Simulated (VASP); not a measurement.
Wanted: the native input for a VASP 6.6.1 run.

```
Task                   : single point
Functional             : PBEsol
Potentials or basis    : VASP PAW PBE potentials, release 64 (W_sv, C)
Cutoff                 : 520 eV
k mesh                 : 18 × 18 × 14
Occupations            : gaussian, width 0.1 eV
Spin                   : no spin polarisation
Dipole correction      : no
Further INCAR settings : ALGO = Normal; EDIFF = 1e-06; NBANDS = 16
```

The structure of WC lies in POSCAR:

```
WC
1.0
    2.9010143927      0.0000000000      0.0000000000
   -1.4505071963      2.5123521609      0.0000000000
    0.0000000000      0.0000000000      2.8296654398
W C
1 1
Direct
    0.0000000000      0.0000000000      0.0000000000
    0.6666666667      0.3333333333      0.5000000000
```

These files were run (other wordings do the same):

INCAR

```
PREC = Accurate
ENCUT = 520
EDIFF = 1E-6
ISMEAR = 0
SIGMA = 0.1
LREAL = False
LASPH = True
NELM = 60
ALGO = Normal
ISIF = 2
LWAVE = False
LCHARG = False
GGA = PS
NBANDS = 16
```

KPOINTS

```
regular mesh
0
Gamma
  18 18 14
```

Potentials or basis: VASP PAW PBE potentials, release 64 (W_sv, C).

Launch:

```sh
$ cat potpaw_PBE.64/W_sv/POTCAR potpaw_PBE.64/C/POTCAR > POTCAR
$ mpirun -np 1 vasp_std > vasp.out
```

Results of the run:

```yaml
Pressure: 0.3 GPa
Band_gap_on_the_k_mesh: zero (band 9 reaches 11.65 eV, above the bottom of band 10 at 10.42 eV)
```

Caveat: the PAW data sets were made with another functional, which shifts forces and pressure a little; spin-orbit coupling is left out, which moves the levels of the heavy elements.

Wall time 23 s on 1 thread of Intel(R) Xeon(R) 6975P-C (Granite Rapids), on a shared host, peak memory 0.22 GiB.
